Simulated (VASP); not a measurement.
Write the native input for VASP 6.6.1 that does the following.

| Property | Result |
| --- | --- |
| Task | relaxation of cell and atoms |
| Functional | PBE |
| Potentials or basis | VASP PAW PBE potentials, release 64 (Li_sv, W_sv) |
| Cutoff | 750 eV |
| k mesh | 6 × 6 × 4 |
| Occupations | gaussian, width 0.1 eV |
| Spin | no spin polarisation |
| Dipole correction | no |
| Further INCAR settings | ALGO = Normal; EDIFF = 1e-07; IBRION = 2; EDIFFG = -0.04; NSW = 90; ISIF = 3 |

The structure of LiW lies in POSCAR:

```
LiW
1.0
    2.7268284500      0.0000000000      0.0000000000
   -1.3634142200      2.3615027100      0.0000000000
    0.0000000000      0.0000000000      4.3341912100
Li W
1 1
Direct
    0.3333333300      0.6666666700      0.0000000000
    0.6666666700      0.3333333300      0.5000000000
```

The cell was generated, and may not be a known phase.

These files were run (other wordings do the same):

INCAR

```
SYSTEM = LiW
PREC     = Accurate       ! precision mode
ENCUT    = 750            ! plane-wave cutoff, eV
EDIFF    = 1E-7           ! SCF threshold, eV
ISMEAR   = 0              ! smearing method
SIGMA    = 0.1            ! smearing width, eV
LREAL    = .False.        ! projectors in reciprocal space
LASPH    = .True.         ! aspherical terms in the spheres
NELM     = 120            ! most SCF steps
ALGO     = Normal         ! electronic algorithm
ISIF     = 3              ! what is computed and relaxed
LWAVE    = .False.        ! write WAVECAR
LCHARG   = .False.        ! write CHGCAR
GGA      = PE             ! functional
IBRION   = 2              ! ionic algorithm
NSW      = 90             ! ionic steps
EDIFFG   = -0.04          ! ionic threshold
GGA_COMPAT= .False.      
NELMIN   = 4
```

KPOINTS

```
regular mesh
0
Gamma
  6 6 4
  0 0 0
```

Potentials or basis: VASP PAW PBE potentials, release 64 (Li_sv, W_sv).

Launch:

```bash
$ cat potpaw_PBE.64/Li_sv/POTCAR potpaw_PBE.64/W_sv/POTCAR > POTCAR
$ mpirun -np 1 vasp_std > vasp.out
```

Results of the run:

The relaxed volume is 15.82 Å³/atom and the relaxed cell is a = 2.703 Å, b = 2.703 Å, c = 4.999 Å, α = 90.00°, β = 90.00°, γ = 120.00°. The space group after relaxing (to 0.1 Å) is P-6m2 (No. 187). The energy gained by relaxing is 183.0 meV/atom, the ionic steps are 6 and the pressure after relaxing is -0.1 GPa. The band gap on the k mesh is zero (an odd number of electrons rules out a gap without spin polarisation).

Caveat: the k points lie up to 0.45 Å⁻¹ apart in the final cell, too coarse for converged energies and pressures of a metal; a cell axis changed by over 15 % at a fixed basis, so the end point is rough; spin-orbit coupling is left out, which moves the levels of the heavy elements.

Wall time 47 s on 1 thread of Intel(R) Xeon(R) Platinum 8259CL CPU @ 2.50GHz (Skylake/Cascade Lake) (shared host), peak memory 0.18 GiB.
